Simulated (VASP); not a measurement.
# SiO2 (P4_2/mnm) in VASP: notebook, part 2 of 2

VASP 6.6.1. The steps go on from the part before.

**3. Single point, PBE (7.72 Å³/atom)**

File INCAR:

```
PREC     = Accurate       # precision mode
ENCUT    = 520            # plane-wave cutoff, eV
EDIFF    = 1E-6           # SCF threshold, eV
ISMEAR   = 0              # smearing method
SIGMA    = 0.05           # smearing width, eV
LREAL    = F              # projectors in reciprocal space
LASPH    = T              # aspherical terms in the spheres
NELM     = 100            # most SCF steps
ALGO     = Normal         # electronic algorithm
ISIF     = 2              # what is computed and relaxed
LWAVE    = F              # write WAVECAR
LCHARG   = F              # write CHGCAR
GGA      = PE             # functional
NBANDS   = 25             # bands
```

File KPOINTS:

```
regular mesh
0
Gamma
  6 6 10
```

File POSCAR:

```
SiO2
1.0
    4.3499399969      0.0000000000      0.0000000000
    0.0000000000      4.3499399969      0.0000000000
    0.0000000000      0.0000000000      2.4485812243
Si O
2 4
Direct
    0.5000000000      0.5000000000      0.5000000000
    0.0000000000      0.0000000000      0.0000000000
    0.6930127928      0.6930127928      0.0000000000
    0.1930127928      0.8069872072      0.5000000000
    0.3069872072      0.3069872072      0.0000000000
    0.8069872072      0.1930127928      0.5000000000
```

Potentials or basis: VASP PAW PBE potentials, release 64 (Si, O).

On the command line:

```
cat potpaw_PBE.64/Si/POTCAR potpaw_PBE.64/O/POTCAR > POTCAR
mpirun -np 1 vasp_std > vasp.out
```

OUTCAR:

```text
PREC = Accurate
   ENCUT = 520
   EDIFF = 1E-6
   ISMEAR = 0
   LREAL = F
   LASPH = T
   NELM = 100
   ISIF = 2
   GGA = PE

 ion  position               nearest neighbor table
   1  0.500  0.500  0.500-   3 1.71   5 1.71   3 1.71   5 1.71   4 1.89   6 1.89
   2  0.000  0.000  0.000-   4 1.71   6 1.71   4 1.71   6 1.71   5 1.89   3 1.89
   3  0.693  0.693  0.000-   1 1.71   1 1.71   2 1.89
   4  0.193  0.807  0.500-   2 1.71   2 1.71   1 1.89
   5  0.307  0.307  0.000-   1 1.71   1 1.71   2 1.89
   6  0.807  0.193  0.500-   2 1.71   2 1.71   1 1.89

  LATTYP: Found a simple tetragonal cell.
[... 879 lines left out ...]
  -------------------------------------------------------------------------------------
  Total       -0.1504786     -0.1504786     20.8249737      0.0000000      0.0000000      0.0000000
  in kB       -5.2036060     -5.2036060    720.1351278      0.0000000      0.0000000      0.0000000
  external PRESSURE =     236.5759719 kB  Pullay stress =       0.0000000 kB

 VOLUME and BASIS-vectors are now :
 -----------------------------------------------------------------------------
  energy-cutoff  :      520.00
  volume of cell :       46.33
      direct lattice vectors                 reciprocal lattice vectors
     4.349939997  0.000000000  0.000000000     0.229888229  0.000000000  0.000000000
     0.000000000  4.349939997  0.000000000     0.000000000  0.229888229  0.000000000
     0.000000000  0.000000000  2.448581224     0.000000000  0.000000000  0.408399766

 POSITION                                       TOTAL-FORCE (eV/Angst)
 -----------------------------------------------------------------------------------
      2.17497      2.17497      1.22429         0.000000      0.000000     -0.000000
      0.00000      0.00000      0.00000         0.000000      0.000000     -0.000000
      3.01456      3.01456      0.00000        -0.271637     -0.271637     -0.000000
      0.83959      3.51035      1.22429        -0.271637      0.271637     -0.000000
      1.33538      1.33538      0.00000         0.271637      0.271637      0.000000
      3.51035      0.83959      1.22429         0.271637     -0.271637     -0.000000
 -----------------------------------------------------------------------------------
    total drift:                                0.000000      0.000000     -0.000000

  FREE ENERGIE OF THE ION-ELECTRON SYSTEM (eV)
  ---------------------------------------------------
  free  energy   TOTEN  =       -45.3794664992 eV

  energy  without entropy=      -45.3794664992  energy(sigma->0) =      -45.37946650
```

OSZICAR:

```text
N       E                     dE             d eps       ncg     rms          rms(c)
DAV:   1     0.142812221786E+03    0.14281E+03   -0.17803E+04  3008   0.124E+03
DAV:   2    -0.428937628582E+02   -0.18571E+03   -0.17732E+03  3798   0.284E+02
DAV:   3    -0.500385043767E+02   -0.71447E+01   -0.71140E+01  3991   0.534E+01
DAV:   4    -0.500847579800E+02   -0.46254E-01   -0.46240E-01  3524   0.497E+00
DAV:   5    -0.500851194606E+02   -0.36148E-03   -0.36143E-03  4016   0.421E-01    0.185E+01
DAV:   6    -0.453504940190E+02    0.47346E+01   -0.12822E+01  3791   0.245E+01    0.868E+00
DAV:   7    -0.453666905522E+02   -0.16197E-01   -0.80166E-01  3834   0.538E+00    0.308E+00
DAV:   8    -0.453740740415E+02   -0.73835E-02   -0.30467E-02  3654   0.153E+00    0.109E+00
DAV:   9    -0.453792701887E+02   -0.51961E-02   -0.10900E-02  3774   0.861E-01    0.268E-01
DAV:  10    -0.453794603781E+02   -0.19019E-03   -0.59079E-04  3906   0.183E-01    0.518E-02
DAV:  11    -0.453794638243E+02   -0.34462E-05   -0.74275E-05  3695   0.649E-02    0.199E-02
DAV:  12    -0.453794659578E+02   -0.21335E-05   -0.56123E-06  3809   0.181E-02    0.466E-03
DAV:  13    -0.453794664992E+02   -0.54143E-06   -0.93867E-07  2739   0.712E-03
   1 F= -.45379466E+02 E0= -.45379466E+02  d E =-.382058E-17
```

stdout:

```text
POSCAR found type information on POSCAR SiO
 POSCAR found :  2 types and       6 ions
 scaLAPACK will be used
 LDA part: xc-table for (Slater+PW92), standard interpolation
 POSCAR, INCAR and KPOINTS ok, starting setup
 FFT: planning ... GRIDC
 FFT: planning ... GRID_SOFT
 FFT: planning ... GRID
 WAVECAR not read
 entering main loop
```

It took 47 s on 1 thread of Intel Xeon 8259CL, shared host; peak memory 0.18 GiB.

Results:

* Free energy: -45.3795 eV
* Pressure: 23.7 GPa
* Largest force: 0.384 eV/Å
* Band gap on the k mesh: 5.94 eV

Forces in eV/Å, atoms in the order of the input:
```
Si   0.000  0.000  0.000
Si   0.000  0.000  0.000
O   -0.272 -0.272  0.000
O   -0.272  0.272  0.000
O    0.272  0.272  0.000
O    0.272 -0.272  0.000
```

Levels at points of the mesh, in eV from the valence-band top:
```
           k point  band 13  band 14  band 15  band 16  band 17  band 18  band 19  band 20
(0.00, 0.00, 0.00)    -1.62    -0.93    -0.93     0.00     5.94     9.07    10.12    10.12
(0.50, 0.00, 0.00)    -1.81    -1.81    -1.18    -1.18     8.43     8.43    10.57    10.57
(0.50, 0.50, 0.00)    -2.28    -2.28    -2.21    -2.21     8.55     8.55    11.16    11.16
(0.00, 0.00, 0.50)    -2.52    -2.52    -2.48    -2.48     9.08     9.08    11.84    11.84
(0.50, 0.00, 0.50)    -2.31    -2.31    -1.56    -1.56     8.76     8.76     9.05     9.05
(0.50, 0.50, 0.50)    -1.87    -1.87    -1.37    -1.37     7.04     7.04    10.75    10.75
```

Caveat: the cell stands under pressure. A k mesh can miss the band edges.

**4. Single point, PBE (7.72 Å³/atom)**

File INCAR:

```
PREC = Accurate ; ENCUT = 520
EDIFF = 1E-6 ; ISMEAR = 0
SIGMA = 0.05 ; LREAL = False
LASPH = True ; NELM = 100
ALGO = Normal ; ISIF = 2
LWAVE = False ; LCHARG = False
GGA = PE ; NBANDS = 25
```

File KPOINTS:

```
Automatic mesh
0
Gamma
  6 6 10
```

POSCAR, as its differences from that of step 3:

```diff
@@ -2,5 +2,5 @@
 1.0
-    4.3499399969      0.0000000000      0.0000000000
-    0.0000000000      4.3499399969      0.0000000000
-    0.0000000000      0.0000000000      2.4485812243
+    4.2635861784      0.0000000000      0.0000000000
+    0.0000000000      4.2635861784      0.0000000000
+    0.0000000000      0.0000000000      2.5487718175
 Si O
```

On the command line:

```
cat potpaw_PBE.64/Si/POTCAR potpaw_PBE.64/O/POTCAR > POTCAR
mpirun -np 1 vasp_std > vasp.out
```

Wall time 54 s (1 thread of Intel Xeon 8259CL, shared host); peak memory 0.18 GiB.

It converged, with:

```
Free energy            : -46.0036 eV
Pressure               : 17.8 GPa
Largest force          : 0.016 eV/Å
Band gap on the k mesh : 5.94 eV
```

Forces on the atoms (eV/Å):
```
Si   0.000  0.000  0.000
Si   0.000  0.000  0.000
O   -0.011 -0.011  0.000
O   -0.011  0.011  0.000
O    0.011  0.011  0.000
O    0.011 -0.011  0.000
```

Stress tensor (GPa, compression positive):
```
 5.79  0.00  0.00
 0.00  5.79  0.00
 0.00  0.00 41.75
```

Levels at points of the mesh, in eV from the valence-band top:
```
           k point  band 13  band 14  band 15  band 16  band 17  band 18  band 19  band 20
(0.00, 0.00, 0.00)    -2.16    -0.91    -0.91     0.00     5.94     7.85     9.49     9.49
(0.50, 0.00, 0.00)    -2.34    -2.34    -1.14    -1.14     8.35     8.35    10.05    10.05
(0.50, 0.50, 0.00)    -2.45    -2.45    -2.45    -2.45     8.09     8.09    10.87    10.87
(0.00, 0.00, 0.50)    -2.81    -2.81    -2.66    -2.66     9.11     9.11    12.20    12.20
(0.50, 0.00, 0.50)    -2.36    -2.36    -1.71    -1.71     8.80     8.80     9.42     9.42
(0.50, 0.50, 0.50)    -1.89    -1.89    -1.51    -1.51     7.16     7.16    10.84    10.84
```

Caveat: the cell stands under pressure. A k mesh can miss the band edges.

**5. Single point, PBE (7.72 Å³/atom)**

File INCAR:

```
  PREC = Accurate
  ENCUT = 520
  EDIFF = 1E-7
  ISMEAR = 0
  SIGMA = 0.05
  LREAL = F
  LASPH = T
  NELM = 100
  ALGO = Normal
  ISIF = 2
  LWAVE = F
  LCHARG = F
  GGA = PE
  NBANDS = 25
```

KPOINTS is that of step 4.

POSCAR, as its differences from that of step 4:

```diff
@@ -2,5 +2,5 @@
 1.0
-    4.2635861784      0.0000000000      0.0000000000
-    0.0000000000      4.2635861784      0.0000000000
-    0.0000000000      0.0000000000      2.5487718175
+    4.0545679807      0.0000000000      0.0000000000
+    0.0000000000      4.0545679807      0.0000000000
+    0.0000000000      0.0000000000      2.8183302034
 Si O
```

Potentials or basis: VASP PAW PBE potentials, release 64 (Si, O).

On the command line:

```
cat potpaw_PBE.64/Si/POTCAR potpaw_PBE.64/O/POTCAR > POTCAR
mpirun -np 1 vasp_std > vasp.out
```

OUTCAR:

```text
PREC = Accurate
   ENCUT = 520
   EDIFF = 1E-7
   ISMEAR = 0
   LREAL = F
   LASPH = T
   NELM = 100
   ISIF = 2
   GGA = PE

 ion  position               nearest neighbor table
   1  0.500  0.500  0.500-   4 1.76   6 1.76   5 1.79   3 1.79   3 1.79   5 1.79
   2  0.000  0.000  0.000-   3 1.76   5 1.76   4 1.79   6 1.79   4 1.79   6 1.79
   3  0.693  0.693  0.000-   2 1.76   1 1.79   1 1.79
   4  0.193  0.807  0.500-   1 1.76   2 1.79   2 1.79
   5  0.307  0.307  0.000-   2 1.76   1 1.79   1 1.79
   6  0.807  0.193  0.500-   1 1.76   2 1.79   2 1.79

  LATTYP: Found a simple tetragonal cell.
 ALAT       =     4.0545679807
 C/A-ratio  =     0.6951000000

  Lattice vectors:

 A1 = (   4.0545679807,   0.0000000000,   0.0000000000)
 A2 = (   0.0000000000,   4.0545679807,   0.0000000000)
 A3 = (   0.0000000000,   0.0000000000,   2.8183302034)

Analysis of symmetry for initial positions (statically):
=====================================================================
 Subroutine PRICEL returns:
 Original cell was already a primitive cell.

 Routine SETGRP: Setting up the symmetry group for a
 simple tetragonal supercell.

 Subroutine GETGRP returns: Found 16 space group operations
 (whereof  8 operations were pure point group operations)
 out of a pool of 16 trial point group operations.

The static configuration has the point symmetry D_2h.
 The point group associated with its full space group is D_4h.

Analysis of symmetry for dynamics (positions and initial velocities):
=====================================================================
 Subroutine PRICEL returns:
 Original cell was already a primitive cell.

 Routine SETGRP: Setting up the symmetry group for a
 simple tetragonal supercell.

 Subroutine GETGRP returns: Found 16 space group operations
 (whereof  8 operations were pure point group operations)
 out of a pool of 16 trial point group operations.

The dynamic configuration has the point symmetry D_2h.
 The point group associated with its full space group is D_4h.

 Subroutine INISYM returns: Found 16 space group operations
 (whereof  8 operations are pure point group operations),
 and found     1 'primitive' translations

----------------------------------------------------------------------------------------

                                     Primitive cell

  volume of cell :      46.3320

  direct lattice vectors                    reciprocal lattice vectors
     4.054567981  0.000000000  0.000000000     0.246635401  0.000000000  0.000000000
     0.000000000  4.054567981  0.000000000     0.000000000  0.246635401  0.000000000
     0.000000000  0.000000000  2.818330203     0.000000000  0.000000000  0.354820027

  length of vectors
     4.054567981  4.054567981  2.818330203     0.246635401  0.246635401  0.354820027

  position of ions in fractional coordinates (direct lattice)
     0.500000000  0.500000000  0.500000000
     0.000000000  0.000000000  0.000000000
     0.693012793  0.693012793  0.000000000
     0.193012793  0.806987207  0.500000000
     0.306987207  0.306987207  0.000000000
     0.806987207  0.193012793  0.500000000

  ion indices of the primitive-cell ions
   primitive index   ion index
[... 34 lines left out ...]
            Coordinates               Weight
  0.000000  0.000000  0.000000      1.000000
  0.166667  0.000000  0.000000      4.000000
  0.333333  0.000000  0.000000      4.000000
  0.500000  0.000000  0.000000      2.000000
  0.166667  0.166667  0.000000      4.000000
  0.333333  0.166667  0.000000      8.000000
[... 16 lines left out ...]
  0.333333  0.000000  0.200000      8.000000
  0.500000  0.000000  0.200000      4.000000
 [... further k-points ...]
   k-points           NKPTS =     60   k-points in BZ     NKDIM =     60   number of bands    NBANDS=     25
   number of dos      NEDOS =    301   number of ions     NIONS =      6
   total plane-waves  NPLWV =  21600
   dimension x,y,z NGX =    30 NGY =   30 NGZ =   24
   dimension x,y,z NGXF=    60 NGYF=   60 NGZF=   48
   ions per type =               2   4
   NGX,Y,Z   is equivalent  to a cutoff of  12.30, 12.30, 14.16 a.u.
   NGXF,Y,Z  is equivalent  to a cutoff of  24.60, 24.60, 28.31 a.u.
 SYSTEM =  unknown system
   PREC   = accura    normal or accurate (medium, high low for compatibility)
   ISTART =      0    job   : 0-new  1-cont  2-samecut
   ICHARG =      2    charge: 1-file 2-atom 10-const
   ISPIN  =      1    spin polarized calculation?
   LNONCOLLINEAR =      F non collinear calculations
   LSORBIT =      F    spin-orbit coupling
   LASPH  =      T    aspherical Exc in radial PAW
   ENCUT  =  520.0 eV  38.22 Ry    6.18 a.u.   7.54  7.54  5.24*2*pi/ulx,y,z
   NELM   =    100;   NELMIN=  2; NELMDL= -5     # of ELM steps
   EDIFF  = 0.1E-06   stopping-criterion for ELM
   LREAL  =      F    real-space projection
   EDIFFG = 0.1E-05   stopping-criterion for IOM
   NSW    =      0    number of steps for IOM
   IBRION =     -1    ionic relax: 0-MD 1-quasi-New 2-CG
   NFREE  =      0    steps in history (QN), initial steepest desc. (CG)
   ISIF   =      2    stress and relaxation
   ISYM   =      2    0-nonsym 1-usesym 2-fastsym
   POTIM  = 0.5000    time-step for ionic-motion
   TEBEG  =    0.0;   TEEND  =   0.0 temperature during run
   PSTRESS=    0.0 pullay stress
   NELECT =      32.0000    total number of electrons
   NUPDOWN=      -1.0000    fix difference up-down
   EMIN   =  10.00;   EMAX   =-10.00  energy-range for DOS
   EFERMI =   0.00;   METHOD = LEGACY
   ISMEAR =     0;   SIGMA  =   0.05  broadening in eV -4-tet -1-fermi 0-gaus
   EFERMI_NEDOS =   21; number of points for ismear=-14 and -15
   IALGO  =     38    algorithm
   IMIX   =      4    mixing-type and parameters
     AMIX     =   0.40;   BMIX     =  1.00
     AMIX_MAG =   1.60;   BMIX_MAG =  1.00
  volume/ion in A,a.u.               =       7.72        52.11
  Fermi-wavevector in a.u.,A,eV,Ry     =   1.447098  2.734618 28.491842  2.094091
  Thomas-Fermi vector in A             =   2.565091
   LORBIT       =      0    0 simple, 1 ext, 2 COOP (PROOUT), +10 PAW based schemes
   GGA     = PE    functional components
   LHFCALC =     F    Hartree Fock is set to
   AEXX    =    0.0000 exact exchange contribution
   IVDW    =     0    specifies the selected vdW correction
   LEPSILON=     F    determine dielectric tensor
   LRPA    =     F    only Hartree local field effects (RPA)
 non-spin polarized calculation
 Gauss-broadening in eV      SIGMA  =   0.05
  energy-cutoff  :      520.00
  volume of cell :       46.33
 maximum number of plane-waves:      1270
   NGX = 15   NGY = 15   NGZ = 11

 number of electron      32.0000032 magnetization

 Free energy of the ion-electron system (eV)
  ---------------------------------------------------
  ext. energy  EPLUGINS =         0.00000000
  ---------------------------------------------------
  free energy    TOTEN  =       -45.94317751 eV

  energy without entropy =      -45.94317751  energy(sigma->0) =      -45.94317751

 E-fermi :   8.6421     XC(G=0): -12.3322

 val. band max:        8.3521545230   @ k =   0.0000   0.0000   0.0000
 cond. band min:      13.6887046493   @ k =   0.0000   0.0000   0.0000
 fundamental gap:      5.3365501263
 Fermi energy:         8.6420818244

 k-point     1 :       0.0000    0.0000    0.0000
  band No.  band energies     occupation
      1     -14.1631      2.00000
      2     -10.3046      2.00000
      3     -10.3046      2.00000
      4      -9.9981      2.00000
      5      -2.4455      2.00000
      6       2.0722      2.00000
[... 661 lines left out ...]
     24      20.6186      0.00000
     25      22.5833      0.00000

 [... further k-points ...]

------------------------ aborting loop because EDIFF is reached ----------------------------------------

  FORCE on cell =-STRESS in cart. coord.  units (eV):
  Direction    XX          YY          ZZ          XY          YZ          ZX
  --------------------------------------------------------------------------------------
  -------------------------------------------------------------------------------------
  Total        6.4788032      6.4788032     -3.8350546      0.0000000      0.0000000      0.0000000
  in kB      224.0393585    224.0393585   -132.6175751      0.0000000      0.0000000      0.0000000
  external PRESSURE =     105.1537140 kB  Pullay stress =       0.0000000 kB

 VOLUME and BASIS-vectors are now :
 -----------------------------------------------------------------------------
  energy-cutoff  :      520.00
  volume of cell :       46.33
      direct lattice vectors                 reciprocal lattice vectors
     4.054567981  0.000000000  0.000000000     0.246635401  0.000000000  0.000000000
     0.000000000  4.054567981  0.000000000     0.000000000  0.246635401  0.000000000
     0.000000000  0.000000000  2.818330203     0.000000000  0.000000000  0.354820027

 POSITION                                       TOTAL-FORCE (eV/Angst)
 -----------------------------------------------------------------------------------
      2.02728      2.02728      1.40917         0.000000      0.000000      0.000000
      0.00000      0.00000      0.00000         0.000000      0.000000      0.000000
      2.80987      2.80987      0.00000         0.535702      0.535702      0.000000
      0.78258      3.27198      1.40917         0.535702     -0.535702     -0.000000
      1.24470      1.24470      0.00000        -0.535702     -0.535702     -0.000000
      3.27198      0.78258      1.40917        -0.535702      0.535702      0.000000
 -----------------------------------------------------------------------------------
    total drift:                               -0.000000      0.000000     -0.000000

  FREE ENERGIE OF THE ION-ELECTRON SYSTEM (eV)
  ---------------------------------------------------
  free  energy   TOTEN  =       -45.9431775112 eV

  energy  without entropy=      -45.9431775112  energy(sigma->0) =      -45.94317751
```

stdout:

```text
POSCAR found type information on POSCAR SiO
 POSCAR found :  2 types and       6 ions
 scaLAPACK will be used
 LDA part: xc-table for (Slater+PW92), standard interpolation
 POSCAR, INCAR and KPOINTS ok, starting setup
 FFT: planning ... GRIDC
 FFT: planning ... GRID_SOFT
 FFT: planning ... GRID
 WAVECAR not read
 entering main loop
```

Run time: 62 s. Hardware: 1 thread of Intel Xeon 8259CL, shared host; peak memory 0.18 GiB.

Results:

```yaml
Free_energy: -45.9432 eV
Pressure: 10.5 GPa
Largest_force: 0.758 eV/Å
Band_gap_on_the_k_mesh: 5.34 eV
```

Forces on the atoms (eV/Å):
```
Si   0.000  0.000  0.000
Si   0.000  0.000  0.000
O    0.536  0.536  0.000
O    0.536 -0.536  0.000
O   -0.536 -0.536  0.000
O   -0.536  0.536  0.000
```

Stress tensor (GPa, compression positive):
```
 22.40   0.00   0.00
  0.00  22.40   0.00
  0.00   0.00 -13.26
```

Caveat: the cell stands under pressure.

**6. Overview**

```csv
cell,gap on the mesh (eV),pressure (GPa),largest force (eV/Å)
"a = 4.179, b = 4.179, c = 2.653 Å, 6 atoms",5.76,13.6,0.32
"a = 4.350, b = 4.350, c = 2.449 Å, 6 atoms",5.94,23.7,0.38
"a = 4.264, b = 4.264, c = 2.549 Å, 6 atoms",5.94,17.8,0.02
"a = 4.055, b = 4.055, c = 2.818 Å, 6 atoms",5.34,10.5,0.76
```

Alike in all rows: task single point; level PBE; potentials or basis VASP PAW PBE potentials, release 64 (Si, O); no spin polarisation; k mesh 6 × 6 × 10; cutoff (eV) 520; smearing gaussian 0.05 eV.

Caveats: the cell stands under pressure.

Absolute energies hang on the potentials; compare differences alone.
